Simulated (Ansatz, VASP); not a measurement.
## V in VASP and in Ansatz

INCAR

```
SYSTEM = V
  ALGO = Normal
  EDIFF = 1E-7
  ENCUT = 520
  GGA = PE
  ISIF = 2
  ISMEAR = -1
  ISPIN = 2
  LASPH = .True.
  LCHARG = .False.
  LMAXMIX = 4
  LORBIT = 11
  LREAL = .False.
  LWAVE = .False.
  MAGMOM = 1
  NBANDS = 16
  NELM = 150
  PREC = Accurate
  SIGMA = 0.1
```

The input KPOINTS:

```
k-points
0
Gamma
  15 15 15
  0 0 0
```

File POSCAR:

```
V
1.0
   -1.5143500000      1.5143500000      1.5143500000
    1.5143500000     -1.5143500000      1.5143500000
    1.5143500000      1.5143500000     -1.5143500000
V
1
Direct
    0.0000000000      0.0000000000      0.0000000000
```

Input for Ansatz:

```yaml
crystal:
  lattice:
    - [-1.51435, 1.51435, 1.51435]
    - [1.51435, -1.51435, 1.51435]
    - [1.51435, 1.51435, -1.51435]
  atoms:
    - { symbol: V, position: [0.0, 0.0, 0.0], spin: 1.0 }
kpoints:
  mp_grid:
    grid: [15, 15, 15]
    shift: [0.0, 0.0, 0.0]
hamiltonian:
  xc: pbe
  pseudopotentials:
    kind: all_electron
    lapw: {}
magnetization:
  spin_polarized: true
scf:
  occupations:
    method: fermi_dirac
    width: 0.1
output:
  forces: true
  stress: true
  eigenvalues: true
```

Alike in both runs: task single point; functional PBE; k mesh 15 × 15 × 15; occupations fermi-dirac, width 0.1 eV; collinear spin.

```csv
,VASP,Ansatz
version,VASP 6.6.1,Ansatz 0.2.0
potentials or method,"VASP PAW PBE potentials, release 64 (V_sv), cutoff 520 eV",all-electron (LAPW or listed datasets)
```

```csv
,VASP,Ansatz,Ansatz less VASP
gap on the k mesh at the Fermi level (eV),none,none,-
pressure (GPa),-5.0,-5.2,-0.26
net moment per atom (μB),0.00,0.00,0.000
```

A gap of «none» marks a metal or a gap that the smearing closes. Ansatz ran all-electron here, and VASP with PAW potentials. Ansatz's warnings: seeded moment not kept.
